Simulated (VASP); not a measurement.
A run of VASP 6.6.1 is set up as follows.

The input INCAR:

```
  PREC = Accurate
  ENCUT = 600
  EDIFF = 1E-6
  ISMEAR = 0
  SIGMA = 0.1
  LREAL = F
  LASPH = T
  NELM = 80
  ALGO = Normal
  ISIF = 3
  LWAVE = F
  LCHARG = F
  GGA = PE
  IBRION = 2
  NSW = 90
  EDIFFG = -0.04
```

The input KPOINTS:

```
Automatic mesh
0
Gamma
  6 6 4
```

POSCAR

```
K2ZrO2
1.0
    5.2175740300      0.0000000000      0.0000000000
   -2.6087870100      4.5185516500      0.0000000000
    0.0000000000      0.0000000000      5.0957073900
K Zr O
2 1 2
Direct
    0.3333333300      0.6666666700      0.5000000000
    0.6666666700      0.3333333300      0.5000000000
    0.0000000000      0.0000000000      0.0000000000
    0.0000000000      0.0000000000      0.3622121400
    0.0000000000      0.0000000000      0.6377878600
```

Potentials or basis: VASP PAW PBE potentials, release 64 (K_sv, Zr_sv, O).

The run is started by

```console
$ cat potpaw_PBE.64/K_sv/POTCAR potpaw_PBE.64/Zr_sv/POTCAR potpaw_PBE.64/O/POTCAR > POTCAR
$ mpirun -np 1 vasp_std > vasp.out
```

Task: Predict the relaxed volume.

Result: 23.97 Å³/atom.

Task: What does it give for the band gap on the k mesh?

Result: Zero (band 21 reaches 2.89 eV, above the bottom of band 22 at 2.72 eV).

Forces in eV/Å, atoms in the order of the input:
```
K    0.000  0.000  0.000
K    0.000  0.000  0.000
Zr   0.000  0.000  0.000
O    0.000  0.000  0.027
O    0.000  0.000 -0.027
```
